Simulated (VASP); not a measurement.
# TiN (Fm-3m) in VASP: further runs

The runs below take TiN through relaxation of cell and atoms, single point, with LDA.

All numbers are computed with VASP 6.6.1; they aren't measurements. Logs are shortened: lines on timing, memory, paths and dates and some standing lists are left out, and cuts for length are marked.

## Step 1: The cell of the first run

The structure is cubic, space group Fm-3m (No. 225). Conventional cell: a = 4.238 Å, b = 4.238 Å, c = 4.238 Å, α = 90.00°, β = 90.00°, γ = 90.00°. Ti (site symmetry m-3m) has 6 N at 2.12 Å within 2.8 Å. N (site symmetry m-3m) has 6 Ti at 2.12 Å within 2.8 Å.

## Step 2: Relaxation of cell and atoms, LDA

INCAR

```
ALGO     = Normal         # electronic algorithm
EDIFF    = 1E-6           # SCF threshold, eV
EDIFFG   = -0.05          # ionic threshold
ENCUT    = 600            # plane-wave cutoff, eV
IBRION   = 2              # ionic algorithm
ISIF     = 3              # what is computed and relaxed
ISMEAR   = 0              # smearing method
LASPH    = True           # aspherical terms in the spheres
LCHARG   = False          # write CHGCAR
LREAL    = False          # projectors in reciprocal space
LWAVE    = False          # write WAVECAR
NELM     = 60             # most SCF steps
NSW      = 100            # ionic steps
PREC     = Accurate       # precision mode
SIGMA    = 0.1            # smearing width, eV
```

KPOINTS

```
k-points
0
Gamma
  8 8 8
```

POSCAR

```
TiN
1.0
    0.0000000000      2.1190000000      2.1190000000
    2.1190000000      0.0000000000      2.1190000000
    2.1190000000      2.1190000000      0.0000000000
Ti N
1 1
Direct
    0.0000000000      0.0000000000      0.0000000000
    0.5000000000      0.5000000000      0.5000000000
```

Potentials or basis: VASP PAW LDA potentials, release 64 (Ti_sv, N).

Started as:

```
> cat potpaw_LDA.64/Ti_sv/POTCAR potpaw_LDA.64/N/POTCAR > POTCAR
> mpirun -np 1 vasp_std > vasp.out
```

OUTCAR:

```text
EDIFF = 1E-6
   EDIFFG = -0.05
   ENCUT = 600
   IBRION = 2
   ISIF = 3
   ISMEAR = 0
   LASPH = True
   LREAL = False
   NELM = 60
   NSW = 100
   PREC = Accurate

 ion  position               nearest neighbor table
   1  0.000  0.000  0.000-   2 2.12   2 2.12   2 2.12   2 2.12   2 2.12   2 2.12
   2  0.500  0.500  0.500-   1 2.12   1 2.12   1 2.12   1 2.12   1 2.12   1 2.12

  LATTYP: Found a face centered cubic cell.
 ALAT       =     4.2380000000

  Lattice vectors:

 A1 = (   0.0000000000,   2.1190000000,   2.1190000000)
 A2 = (   2.1190000000,   0.0000000000,   2.1190000000)
 A3 = (   2.1190000000,   2.1190000000,   0.0000000000)

Analysis of symmetry for initial positions (statically):
=====================================================================
 Subroutine PRICEL returns:
 Original cell was already a primitive cell.

 Routine SETGRP: Setting up the symmetry group for a
 face centered cubic supercell.

 Subroutine GETGRP returns: Found 48 space group operations
 (whereof 48 operations were pure point group operations)
 out of a pool of 48 trial point group operations.

The static configuration has the point symmetry O_h .

Analysis of symmetry for dynamics (positions and initial velocities):
=====================================================================
 Subroutine PRICEL returns:
 Original cell was already a primitive cell.

 Routine SETGRP: Setting up the symmetry group for a
 face centered cubic supercell.

 Subroutine GETGRP returns: Found 48 space group operations
 (whereof 48 operations were pure point group operations)
 out of a pool of 48 trial point group operations.

The dynamic configuration has the point symmetry O_h .

 Subroutine INISYM returns: Found 48 space group operations
 (whereof 48 operations are pure point group operations),
 and found     1 'primitive' translations

----------------------------------------------------------------------------------------

                                     Primitive cell

  volume of cell :      19.0293

  direct lattice vectors                    reciprocal lattice vectors
     0.000000000  2.119000000  2.119000000    -0.235960359  0.235960359  0.235960359
     2.119000000  0.000000000  2.119000000     0.235960359 -0.235960359  0.235960359
     2.119000000  2.119000000  0.000000000     0.235960359  0.235960359 -0.235960359

  length of vectors
     2.996718539  2.996718539  2.996718539     0.408695330  0.408695330  0.408695330

  position of ions in fractional coordinates (direct lattice)
     0.000000000  0.000000000  0.000000000
     0.500000000  0.500000000  0.500000000

  ion indices of the primitive-cell ions
   primitive index   ion index
                 1           1
                 2           2

----------------------------------------------------------------------------------------

 KPOINTS: k-points

Automatic generation of k-mesh.
 Grid dimensions read from file:
 generate k-points for:    8    8    8

 Generating k-lattice:

  Cartesian coordinates                     Fractional coordinates (reciprocal lattice)
    -0.029495045  0.029495045  0.029495045     0.125000000  0.000000000  0.000000000
     0.029495045 -0.029495045  0.029495045     0.000000000  0.125000000  0.000000000
     0.029495045  0.029495045 -0.029495045     0.000000000  0.000000000  0.125000000

  Length of vectors
     0.051086916  0.051086916  0.051086916

  Shift w.r.t. Gamma in fractional coordinates (k-lattice)
     0.000000000  0.000000000  0.000000000

 Subroutine IBZKPT returns following result:
 ===========================================

 Found     29 irreducible k-points:

 Following reciprocal coordinates:
            Coordinates               Weight
  0.000000  0.000000  0.000000      1.000000
  0.125000  0.000000  0.000000      8.000000
  0.250000  0.000000  0.000000      8.000000
  0.375000  0.000000  0.000000      8.000000
  0.500000  0.000000  0.000000      4.000000
  0.125000  0.125000  0.000000      6.000000
[... 16 lines left out ...]
  0.500000  0.250000  0.125000     48.000000
 -0.375000  0.250000  0.125000     24.000000
 [... further k-points ...]
   k-points           NKPTS =     29   k-points in BZ     NKDIM =     29   number of bands    NBANDS=     12
   number of dos      NEDOS =    301   number of ions     NIONS =      2
   total plane-waves  NPLWV =  13824
   dimension x,y,z NGX =    24 NGY =   24 NGZ =   24
   dimension x,y,z NGXF=    48 NGYF=   48 NGZF=   48
   ions per type =               1   1
   NGX,Y,Z   is equivalent  to a cutoff of  13.31, 13.31, 13.31 a.u.
   NGXF,Y,Z  is equivalent  to a cutoff of  26.63, 26.63, 26.63 a.u.
 SYSTEM =  unknown system
   PREC   = accura    normal or accurate (medium, high low for compatibility)
   ISTART =      0    job   : 0-new  1-cont  2-samecut
   ICHARG =      2    charge: 1-file 2-atom 10-const
   ISPIN  =      1    spin polarized calculation?
   LNONCOLLINEAR =      F non collinear calculations
   LSORBIT =      F    spin-orbit coupling
   LASPH  =      T    aspherical Exc in radial PAW
   ENCUT  =  600.0 eV  44.10 Ry    6.64 a.u.   5.99  5.99  5.99*2*pi/ulx,y,z
   NELM   =     60;   NELMIN=  2; NELMDL= -5     # of ELM steps
   EDIFF  = 0.1E-05   stopping-criterion for ELM
   LREAL  =      F    real-space projection
   EDIFFG = -.5E-01   stopping-criterion for IOM
   NSW    =    100    number of steps for IOM
   IBRION =      2    ionic relax: 0-MD 1-quasi-New 2-CG
   NFREE  =      1    steps in history (QN), initial steepest desc. (CG)
   ISIF   =      3    stress and relaxation
   ISYM   =      2    0-nonsym 1-usesym 2-fastsym
   POTIM  = 0.5000    time-step for ionic-motion
   TEBEG  =    0.0;   TEEND  =   0.0 temperature during run
   PSTRESS=    0.0 pullay stress
   NELECT =      17.0000    total number of electrons
   NUPDOWN=      -1.0000    fix difference up-down
   EMIN   =  10.00;   EMAX   =-10.00  energy-range for DOS
   EFERMI =   0.00;   METHOD = LEGACY
   ISMEAR =     0;   SIGMA  =   0.10  broadening in eV -4-tet -1-fermi 0-gaus
   EFERMI_NEDOS =   21; number of points for ismear=-14 and -15
   IALGO  =     38    algorithm
   IMIX   =      4    mixing-type and parameters
     AMIX     =   0.40;   BMIX     =  1.00
     AMIX_MAG =   1.60;   BMIX_MAG =  1.00
  volume/ion in A,a.u.               =       9.51        64.21
  Fermi-wavevector in a.u.,A,eV,Ry     =   1.576704  2.979539 33.824024  2.485996
  Thomas-Fermi vector in A             =   2.677497
   LORBIT       =      0    0 simple, 1 ext, 2 COOP (PROOUT), +10 PAW based schemes
   GGA     = CA    functional components
   LHFCALC =     F    Hartree Fock is set to
   AEXX    =    0.0000 exact exchange contribution
   IVDW    =     0    specifies the selected vdW correction
   LEPSILON=     F    determine dielectric tensor
   LRPA    =     F    only Hartree local field effects (RPA)
 conjugate gradient relaxation of ions
 non-spin polarized calculation
 Gauss-broadening in eV      SIGMA  =   0.10
  energy-cutoff  :      600.00
  volume of cell :       19.03
 maximum number of plane-waves:       652
   NGX = 11   NGY = 11   NGZ = 11

--------------------------------------- Ionic step        1  -------------------------------------------

 number of electron      17.0000002 magnetization

 Free energy of the ion-electron system (eV)
  ---------------------------------------------------
  ext. energy  EPLUGINS =         0.00000000
  ---------------------------------------------------
  free energy    TOTEN  =       -21.63029805 eV

  energy without entropy =      -21.62179352  energy(sigma->0) =      -21.62604578

------------------------ aborting loop because EDIFF is reached ----------------------------------------

  FORCE on cell =-STRESS in cart. coord.  units (eV):
  Direction    XX          YY          ZZ          XY          YZ          ZX
  --------------------------------------------------------------------------------------
  -------------------------------------------------------------------------------------
  Total       -1.5021063     -1.5021063     -1.5021063      0.0000000      0.0000000      0.0000000
  in kB     -126.4702559   -126.4702559   -126.4702559      0.0000000      0.0000000      0.0000000
  external PRESSURE =    -126.4702559 kB  Pullay stress =       0.0000000 kB
[... 57 lines left out ...]
  energy  without entropy=      -21.5701745979  energy(sigma->0) =      -21.57431464

--------------------------------------- Ionic step        3  -------------------------------------------

 number of electron      16.9999996 magnetization

 Free energy of the ion-electron system (eV)
  ---------------------------------------------------
  ext. energy  EPLUGINS =         0.00000000
  ---------------------------------------------------
  free energy    TOTEN  =       -21.66348690 eV

  energy without entropy =      -21.65505571  energy(sigma->0) =      -21.65927131

 E-fermi :  11.8199     XC(G=0): -13.6219

 val. band max:       11.8132043656   @ k =   0.3750   0.1250   0.0000
 cond. band min:      11.8444524895   @ k =  -0.3750   0.3750   0.1250
 fundamental gap:      0.0312481240
 Fermi energy:        11.8198745761

 k-point     1 :       0.0000    0.0000    0.0000
  band No.  band energies     occupation
      1     -45.2656      2.00000
      2     -21.5858      2.00000
      3     -21.5858      2.00000
      4     -21.5858      2.00000
      5      -5.3071      2.00000
      6       9.7418      2.00000
      7       9.7418      2.00000
      8       9.7418      2.00000
      9      11.1249      2.00000
     10      11.1249      2.00000
     11      11.1249      2.00000
     12      12.4083      0.00000
[... 331 lines left out ...]
 k-point    24 :      -0.3750    0.2500    0.1250
  band No.  band energies     occupation
      1     -45.1188      2.00000
      2     -22.2468      2.00000
      3     -21.8482      2.00000
      4     -21.7183      2.00000
      5      -2.9641      2.00000
      6       4.4704      2.00000
      7       6.1831      2.00000
      8       6.4784      2.00000
      9      12.9220      0.00000
     10      13.2803      0.00000
     11      14.2271      0.00000
     12      16.4105      0.00000

 [... further k-points ...]
[... 5 lines left out ...]
  --------------------------------------------------------------------------------------
  -------------------------------------------------------------------------------------
  Total       -0.0258418     -0.0258418     -0.0258418      0.0000000      0.0000000      0.0000000
  in kB       -2.2708918     -2.2708918     -2.2708918      0.0000000      0.0000000      0.0000000
  external PRESSURE =      -2.2708918 kB  Pullay stress =       0.0000000 kB
[... 17 lines left out ...]
  FREE ENERGIE OF THE ION-ELECTRON SYSTEM (eV)
  ---------------------------------------------------
  free  energy   TOTEN  =       -21.6634869026 eV

  energy  without entropy=      -21.6550557133  energy(sigma->0) =      -21.65927131

 reached required accuracy - stopping structural energy minimisation
```

Wall time 24 s (1 thread of AMD EPYC 9R45 (Zen 5), shared host); peak memory 0.1 GiB.

What came out:

| Property | Result |
| --- | --- |
| Free energy | -21.6635 eV |
| Relaxed volume | 9.12 Å³/atom |
| Relaxed cell | a = 2.954 Å, b = 2.954 Å, c = 2.954 Å, α = 60.00°, β = 60.00°, γ = 60.00° |
| Space group after relaxing (to 0.1 Å) | Fm-3m (No. 225) |
| Energy gained by relaxing | 16.6 meV/atom |
| Ionic steps | 3 |
| Pressure after relaxing | -0.2 GPa |
| Band gap on the k mesh | zero (an odd number of electrons rules out a gap without spin polarisation) |

The path:
```csv
step,energy change (eV),largest force (eV/Å),pressure (GPa),volume (Å³)
1,0.0000,0.0000,-12.65,19.03
2,0.0518,0.0000,24.41,17.03
3,-0.0332,0.0000,-0.23,18.23
```

Final structure:
```
Ti N
1.0
     0.00000    2.08899    2.08899
     2.08899    0.00000    2.08899
     2.08899    2.08899    0.00000
Ti N
1 1
Direct
  0.00000 0.00000 0.00000
  0.50000 0.50000 0.50000
```

LDA usually gives volumes a few per cent too small. Zero-point motion and thermal expansion aren't in these numbers.

## Step 3: Single point, LDA

This run uses another cell than the first one, of 9.07 Å³/atom.

INCAR

```
SYSTEM = TiN
PREC = Accurate
ENCUT = 520
EDIFF = 1E-6
ISMEAR = 0
SIGMA = 0.1
LREAL = .FALSE.
LASPH = .TRUE.
NELM = 100
ALGO = Normal
ISIF = 2
LWAVE = .FALSE.
LCHARG = .FALSE.
NBANDS = 16
```

KPOINTS

```
regular mesh
0
G
  18 18 18
  0 0 0
```

POSCAR

```
TiN
1.0
    0.0000000000      2.0857264481      2.0857264481
    2.0857264481      0.0000000000      2.0857264481
    2.0857264481      2.0857264481      0.0000000000
Ti N
1 1
Direct
    0.0000000000      0.0000000000      0.0000000000
    0.5000000000      0.5000000000      0.5000000000
```

Potentials or basis: VASP PAW LDA potentials, release 64 (Ti_sv, N).

Started as:

```
> cat potpaw_LDA.64/Ti_sv/POTCAR potpaw_LDA.64/N/POTCAR > POTCAR
> mpirun -np 1 vasp_std > vasp.out
```

Run time: 82 s. Hardware: 1 thread of AMD EPYC 9R45 (Zen 5), shared host; peak memory 0.14 GiB.

Results (log left out):

* Free energy: -21.6736 eV
* Pressure: 1.1 GPa
* Band gap on the k mesh: zero (an odd number of electrons rules out a gap without spin polarisation)

Levels at points of the mesh, in eV from the Fermi level:
| k point | band 6 | band 7 | band 8 | band 9 | band 10 | band 11 | band 12 | band 13 |
| --- | --- | --- | --- | --- | --- | --- | --- | --- |
| (0.00, 0.00, 0.00) | -2.05 | -2.05 | -2.05 | -0.68 | -0.68 | -0.68 | 0.61 | 0.61 |
| (0.50, 0.00, 0.00) | -8.36 | -5.73 | -5.73 | 1.83 | 1.83 | 2.57 | 6.16 | 6.16 |
| (0.50, 0.50, 0.00) | -5.87 | -3.32 | -3.24 | -3.24 | 1.77 | 2.60 | 2.60 | 4.07 |

(Continued in part 2 of 2.)
